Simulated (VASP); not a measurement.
GaN, 2 atoms in the cell. It takes space group F-43m (No. 216, cubic). Conventional cell: a = 4.507 Å, b = 4.507 Å, c = 4.507 Å, α = 90.00°, β = 90.00°, γ = 90.00°. Ga (site symmetry -43m) has 4 N at 1.95 Å within 2.6 Å. Within 2.6 Å of N (site symmetry -43m) lie 4 Ga at 1.95 Å. 

```yaml
Program: VASP 6.6.1
Task: single point
Functional: PBE
Potentials_or_basis: VASP PAW PBE potentials, release 64 (Ga_d, N)
Cutoff: 600 eV
k_mesh: 6 × 6 × 6
Occupations: gaussian, width 0.1 eV
Spin: no spin polarisation
Dipole_correction: no
Further_INCAR_settings: ALGO = Normal; EDIFF = 1e-06; NBANDS = 16
```

Potentials or basis: VASP PAW PBE potentials, release 64 (Ga_d, N).

Run with:

```sh
$ cat potpaw_PBE.64/Ga_d/POTCAR potpaw_PBE.64/N/POTCAR > POTCAR
$ mpirun -np 1 vasp_std > vasp.out
```

Hardware: 1 thread of Intel(R) Xeon(R) Platinum 8259CL CPU @ 2.50GHz (Skylake/Cascade Lake), on a shared host.

Q: Estimate the wall time of this run.

A: Run time: 14 s on 1 thread of Intel(R) Xeon(R) Platinum 8259CL CPU @ 2.50GHz (Skylake/Cascade Lake), on a shared host, peak memory 0.15 GiB. Counts: scf iterations 13, k points 16.
